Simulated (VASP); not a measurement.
Here is a VASP 6.6.1 calculation.

File INCAR:

```
PREC = Accurate
ENCUT = 600
EDIFF = 1E-6
ISMEAR = -1
SIGMA = 0.05
LREAL = False
LASPH = True
NELM = 100
ALGO = Normal
ISIF = 3
LWAVE = False
LCHARG = False
GGA = RE
IVDW = 12
IBRION = 2
NSW = 60
EDIFFG = -0.01
```

KPOINTS

```
Automatic mesh
0
Gamma
  11 11 11
```

Contents of POSCAR:

```
Si
1.0
   -2.3713723045      2.3713723045      1.3292653899
    2.3713723045     -2.3713723045      1.3292653899
    2.3713723045      2.3713723045     -1.3292653899
Si
2
Direct
    0.5000000000      0.5000000000      0.0000000000
    0.2500000000      0.7500000000      0.5000000000
```

Potentials or basis: VASP PAW PBE potentials, release 64 (Si).

Command:

```bash
$ cat potpaw_PBE.64/Si/POTCAR > POTCAR
$ mpirun -np 1 vasp_std > vasp.out
```

(1) What does it give for the relaxed cell?

(2) Predict the band gap on the k mesh.

(3) Predict the space group after relaxing (to 0.1 Å).

Answers

(1) a = 3.588 Å, b = 3.588 Å, c = 3.588 Å, α = 97.21°, β = 97.21°, γ = 138.49°.

(2) zero (bands 4 and 5 overlap by 5.88 eV).

(3) I4_1/amd (No. 141).
